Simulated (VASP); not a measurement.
# WSe2 (P6_3/mmc) in VASP: relaxation of cell and atoms with PBEsol

Aim: the relaxation of cell and atoms of WSe2 with PBEsol.

All numbers are computed with VASP 6.6.1; they aren't measurements. Logs are shortened: lines on timing, memory, paths and dates and some standing lists are left out, and cuts for length are marked.

## 1. The cell of the first run

Symmetry: P6_3/mmc, No. 194, hexagonal system. The conventional cell has a = 3.271 Å, b = 3.271 Å, c = 13.221 Å, α = 90.00°, β = 90.00°, γ = 120.00°. W (site symmetry -6m2) has 6 Se at 2.52 Å and 6 W at 3.27 Å within 3.3 Å. Within 3.3 Å of Se (site symmetry 3m) lie 3 W at 2.52 Å and 6 Se at 3.27 Å.

## 2. Relaxation of cell and atoms, PBEsol

Contents of INCAR:

```
ALGO = Normal ; EDIFF = 1E-6
EDIFFG = -0.001 ; ENCUT = 600
GGA = PS ; IBRION = 2
ISIF = 3 ; ISMEAR = 0
LASPH = T ; LCHARG = F
LREAL = F ; LWAVE = F
NELM = 80 ; NSW = 80
PREC = Accurate ; SIGMA = 0.01
```

Contents of KPOINTS:

```
k-points
0
Gamma
  12 12 2
```

Contents of POSCAR:

```
WSe2
1.0
    3.2711504077      0.0000000000      0.0000000000
   -1.6355752039      2.8328993527      0.0000000000
    0.0000000000      0.0000000000     13.2206680790
W Se
2 4
Direct
    0.3333333333      0.6666666667      0.2500000000
    0.6666666667      0.3333333333      0.7500000000
    0.3333333333      0.6666666667      0.6233861727
    0.6666666667      0.3333333333      0.1233861727
    0.3333333333      0.6666666667      0.8766138273
    0.6666666667      0.3333333333      0.3766138273
```

Potentials or basis: VASP PAW PBE potentials, release 64 (W_sv, Se).

On the command line:

```sh
$ cat potpaw_PBE.64/W_sv/POTCAR potpaw_PBE.64/Se/POTCAR > POTCAR
$ mpirun -np 1 vasp_std > vasp.out
```

OUTCAR:

```text
EDIFF = 1E-6
   EDIFFG = -0.001
   ENCUT = 600
   GGA = PS
   IBRION = 2
   ISIF = 3
   ISMEAR = 0
   LASPH = T
   LREAL = F
   NELM = 80
   NSW = 80
   PREC = Accurate

 ion  position               nearest neighbor table
   1  0.333  0.667  0.250-   4 2.52   6 2.52   4 2.52   6 2.52   4 2.52   6 2.52
   2  0.667  0.333  0.750-   3 2.52   5 2.52   3 2.52   5 2.52   3 2.52   5 2.52
   3  0.333  0.667  0.623-   2 2.52   2 2.52   2 2.52
   4  0.667  0.333  0.123-   1 2.52   1 2.52   1 2.52
   5  0.333  0.667  0.877-   2 2.52   2 2.52   2 2.52
   6  0.667  0.333  0.377-   1 2.52   1 2.52   1 2.52

  LATTYP: Found a hexagonal cell.
 ALAT       =     3.2711504077
 C/A-ratio  =     4.0415959009

  Lattice vectors:

 A1 = (   3.2711504077,   0.0000000000,   0.0000000000)
 A2 = (  -1.6355752039,   2.8328993527,   0.0000000000)
 A3 = (   0.0000000000,   0.0000000000,  13.2206680790)

Analysis of symmetry for initial positions (statically):
=====================================================================
 Subroutine PRICEL returns:
 Original cell was already a primitive cell.

 Routine SETGRP: Setting up the symmetry group for a
 hexagonal supercell.

 Subroutine GETGRP returns: Found 24 space group operations
 (whereof 12 operations were pure point group operations)
 out of a pool of 24 trial point group operations.

The static configuration has the point symmetry D_3d.
 The point group associated with its full space group is D_6h.

Analysis of symmetry for dynamics (positions and initial velocities):
=====================================================================
 Subroutine PRICEL returns:
 Original cell was already a primitive cell.

 Routine SETGRP: Setting up the symmetry group for a
 hexagonal supercell.

 Subroutine GETGRP returns: Found 24 space group operations
 (whereof 12 operations were pure point group operations)
 out of a pool of 24 trial point group operations.

The dynamic configuration has the point symmetry D_3d.
 The point group associated with its full space group is D_6h.

 Subroutine INISYM returns: Found 24 space group operations
 (whereof 12 operations are pure point group operations),
 and found     1 'primitive' translations

----------------------------------------------------------------------------------------

                                     Primitive cell

  volume of cell :     122.5138

  direct lattice vectors                    reciprocal lattice vectors
     3.271150408  0.000000000  0.000000000     0.305702849  0.176497622  0.000000000
    -1.635575204  2.832899353  0.000000000     0.000000000  0.352995245  0.000000000
     0.000000000  0.000000000 13.220668079     0.000000000  0.000000000  0.075639143

  length of vectors
     3.271150408  3.271150408 13.220668079     0.352995245  0.352995245  0.075639143

  position of ions in fractional coordinates (direct lattice)
     0.333333333  0.666666667  0.250000000
     0.666666667  0.333333333  0.750000000
     0.333333333  0.666666667  0.623386173
     0.666666667  0.333333333  0.123386173
     0.333333333  0.666666667  0.876613827
     0.666666667  0.333333333  0.376613827

  ion indices of the primitive-cell ions
   primitive index   ion index
                 1           1
                 2           2
                 3           3
                 4           4
                 5           5
                 6           6

----------------------------------------------------------------------------------------

 KPOINTS: k-points

Automatic generation of k-mesh.
 Grid dimensions read from file:
 generate k-points for:   12   12    2

 Generating k-lattice:

  Cartesian coordinates                     Fractional coordinates (reciprocal lattice)
     0.025475237  0.014708135  0.000000000     0.083333333  0.000000000  0.000000000
     0.000000000  0.029416270  0.000000000     0.000000000  0.083333333  0.000000000
     0.000000000  0.000000000  0.037819571     0.000000000  0.000000000  0.500000000

  Length of vectors
     0.029416270  0.029416270  0.037819571

  Shift w.r.t. Gamma in fractional coordinates (k-lattice)
     0.000000000  0.000000000  0.000000000

 Subroutine IBZKPT returns following result:
 ===========================================

 Found     38 irreducible k-points:

 Following reciprocal coordinates:
            Coordinates               Weight
  0.000000  0.000000  0.000000      1.000000
  0.083333 -0.000000  0.000000      6.000000
  0.166667 -0.000000  0.000000      6.000000
  0.250000 -0.000000  0.000000      6.000000
  0.333333 -0.000000  0.000000      6.000000
  0.416667 -0.000000  0.000000      6.000000
[... 16 lines left out ...]
  0.250000 -0.000000  0.500000      6.000000
  0.333333 -0.000000  0.500000      6.000000
 [... further k-points ...]
   k-points           NKPTS =     38   k-points in BZ     NKDIM =     38   number of bands    NBANDS=     31
   number of dos      NEDOS =    301   number of ions     NIONS =      6
   total plane-waves  NPLWV =  84672
   dimension x,y,z NGX =    28 NGY =   28 NGZ =  108
   dimension x,y,z NGXF=    56 NGYF=   56 NGZF=  216
   ions per type =               2   4
   NGX,Y,Z   is equivalent  to a cutoff of  14.23, 14.23, 13.58 a.u.
   NGXF,Y,Z  is equivalent  to a cutoff of  28.46, 28.46, 27.16 a.u.
 SYSTEM =  unknown system
   PREC   = accura    normal or accurate (medium, high low for compatibility)
   ISTART =      0    job   : 0-new  1-cont  2-samecut
   ICHARG =      2    charge: 1-file 2-atom 10-const
   ISPIN  =      1    spin polarized calculation?
   LNONCOLLINEAR =      F non collinear calculations
   LSORBIT =      F    spin-orbit coupling
   LASPH  =      T    aspherical Exc in radial PAW
   ENCUT  =  600.0 eV  44.10 Ry    6.64 a.u.   6.53  6.53 26.40*2*pi/ulx,y,z
   NELM   =     80;   NELMIN=  2; NELMDL= -5     # of ELM steps
   EDIFF  = 0.1E-05   stopping-criterion for ELM
   LREAL  =      F    real-space projection
   EDIFFG = -.1E-02   stopping-criterion for IOM
   NSW    =     80    number of steps for IOM
   IBRION =      2    ionic relax: 0-MD 1-quasi-New 2-CG
   NFREE  =      1    steps in history (QN), initial steepest desc. (CG)
   ISIF   =      3    stress and relaxation
   ISYM   =      2    0-nonsym 1-usesym 2-fastsym
   POTIM  = 0.5000    time-step for ionic-motion
   TEBEG  =    0.0;   TEEND  =   0.0 temperature during run
   PSTRESS=    0.0 pullay stress
   NELECT =      52.0000    total number of electrons
   NUPDOWN=      -1.0000    fix difference up-down
   EMIN   =  10.00;   EMAX   =-10.00  energy-range for DOS
   EFERMI =   0.00;   METHOD = LEGACY
   ISMEAR =     0;   SIGMA  =   0.01  broadening in eV -4-tet -1-fermi 0-gaus
   EFERMI_NEDOS =   21; number of points for ismear=-14 and -15
   IALGO  =     38    algorithm
   IMIX   =      4    mixing-type and parameters
     AMIX     =   0.40;   BMIX     =  1.00
     AMIX_MAG =   1.60;   BMIX_MAG =  1.00
  volume/ion in A,a.u.               =      20.42       137.79
  Fermi-wavevector in a.u.,A,eV,Ry     =   1.230309  2.324947 20.594603  1.513661
  Thomas-Fermi vector in A             =   2.365163
   LORBIT       =      0    0 simple, 1 ext, 2 COOP (PROOUT), +10 PAW based schemes
   GGA     = PS    functional components
   LHFCALC =     F    Hartree Fock is set to
   AEXX    =    0.0000 exact exchange contribution
   IVDW    =     0    specifies the selected vdW correction
   LEPSILON=     F    determine dielectric tensor
   LRPA    =     F    only Hartree local field effects (RPA)
 conjugate gradient relaxation of ions
 non-spin polarized calculation
 Gauss-broadening in eV      SIGMA  =   0.01
  energy-cutoff  :      600.00
  volume of cell :      122.51
 maximum number of plane-waves:      4145
 NGX is ok and might be reduce to    28
   NGX = 13   NGY = 13   NGZ = 53

--------------------------------------- Ionic step        1  -------------------------------------------

 number of electron      52.0000001 magnetization

 Free energy of the ion-electron system (eV)
  ---------------------------------------------------
  ext. energy  EPLUGINS =         0.00000000
  ---------------------------------------------------
  free energy    TOTEN  =       -46.55129912 eV

  energy without entropy =      -46.55129912  energy(sigma->0) =      -46.55129912

------------------------ aborting loop because EDIFF is reached ----------------------------------------

  FORCE on cell =-STRESS in cart. coord.  units (eV):
  Direction    XX          YY          ZZ          XY          YZ          ZX
  --------------------------------------------------------------------------------------
  -------------------------------------------------------------------------------------
  Total        0.3054783      0.3054783      0.4424157     -0.0000000      0.0000000      0.0000000
  in kB        3.9949002      3.9949002      5.7857024     -0.0000000      0.0000000      0.0000000
  external PRESSURE =       4.5918343 kB  Pullay stress =       0.0000000 kB
[... 145 lines left out ...]
  energy  without entropy=      -46.5518837343  energy(sigma->0) =      -46.55188373

--------------------------------------- Ionic step        5  -------------------------------------------

 number of electron      52.0000001 magnetization

 Free energy of the ion-electron system (eV)
  ---------------------------------------------------
  ext. energy  EPLUGINS =         0.00000000
  ---------------------------------------------------
  free energy    TOTEN  =       -46.55188389 eV

  energy without entropy =      -46.55188389  energy(sigma->0) =      -46.55188389

 E-fermi :   6.0333     XC(G=0): -10.8222

 val. band max:        5.9169112680   @ k =   0.0000   0.0000   0.0000
 cond. band min:       6.9553049344   @ k =   0.1667   0.1667   0.0000
 fundamental gap:      1.0383936664
 Fermi energy:         6.0332863122

 k-point     1 :       0.0000    0.0000    0.0000
  band No.  band energies     occupation
      1     -68.2567      2.00000
      2     -68.2567      2.00000
      3     -32.5182      2.00000
      4     -32.5182      2.00000
      5     -32.3705      2.00000
      6     -32.3705      2.00000
[... 805 lines left out ...]
     30       8.0502      0.00000
     31       9.1643      0.00000

 [... further k-points ...]
[... 5 lines left out ...]
  --------------------------------------------------------------------------------------
  -------------------------------------------------------------------------------------
  Total        0.0006988      0.0006988     -0.0046450     -0.0000000     -0.0000000      0.0000000
  in kB        0.0091143      0.0091143     -0.0605804     -0.0000000     -0.0000000      0.0000000
  external PRESSURE =      -0.0141173 kB  Pullay stress =       0.0000000 kB
[... 21 lines left out ...]
  FREE ENERGIE OF THE ION-ELECTRON SYSTEM (eV)
  ---------------------------------------------------
  free  energy   TOTEN  =       -46.5518838866 eV

  energy  without entropy=      -46.5518838866  energy(sigma->0) =      -46.55188389

 reached required accuracy - stopping structural energy minimisation
```

It took 19 min on 1 thread of AMD EPYC 7R13, shared host; peak memory 0.36 GiB.

Results:

| Quantity | Value |
| --- | --- |
| Free energy | -46.5519 eV |
| Relaxed volume | 20.47 Å³/atom |
| Relaxed cell | a = 3.274 Å, b = 3.274 Å, c = 13.234 Å, α = 90.00°, β = 90.00°, γ = 120.00° |
| Space group after relaxing (to 0.05 Å) | P6_3/mmc (No. 194) |
| Energy gained by relaxing | 0.1 meV/atom |
| Ionic steps | 5 |
| Pressure after relaxing | 0.0 GPa |
| Band gap on the k mesh | 1.04 eV, indirect (least direct gap 1.59 eV) |

Step by step:
```
step  energy change (eV)  largest force (eV/Å)  pressure (GPa)  volume (Å³)
   1              0.0000                0.0647            0.46       122.51
   2              0.0025                0.1461           -1.02       123.55
   3             -0.0006                0.0009            0.01       122.83
   4             -0.0006                0.0015            0.00       122.83
   5             -0.0006                0.0005            0.00       122.85
```

Final structure:
```
CELL_PARAMETERS angstrom
3.27393 0.00000 0.00000
-1.63696 2.83530 0.00000
0.00000 0.00000 13.23411
ATOMIC_POSITIONS crystal
W 0.33333 0.66667 0.25000
W 0.66667 0.33333 0.75000
Se 0.33333 0.66667 0.62332
Se 0.66667 0.33333 0.12332
Se 0.33333 0.66667 0.87668
Se 0.66667 0.33333 0.37668
```

Levels at points of the mesh, in eV from the valence-band top:
```csv
k point,band 23,band 24,band 25,band 26,band 27,band 28,band 29,band 30
"(0.00, 0.00, 0.00)",-1.37,-1.18,-1.08,0.00,2.79,2.79,2.83,2.83
"(0.50, 0.00, 0.00)",-1.34,-1.22,-1.18,-0.98,2.28,2.31,2.42,2.77
"(0.00, 0.00, 0.50)",-1.39,-1.39,-0.24,-0.24,2.80,2.80,2.80,2.80
"(0.50, 0.00, 0.50)",-1.27,-1.27,-1.08,-1.08,2.29,2.29,2.62,2.62
```

Caveat: the PAW data sets were made with another functional, which shifts forces and pressure a little; spin-orbit coupling is left out, which moves the levels of the heavy elements; this functional lacks dispersion, which binds the layers, so the pressure and a relaxed spacing across them are unreliable. A k mesh can miss the band edges.
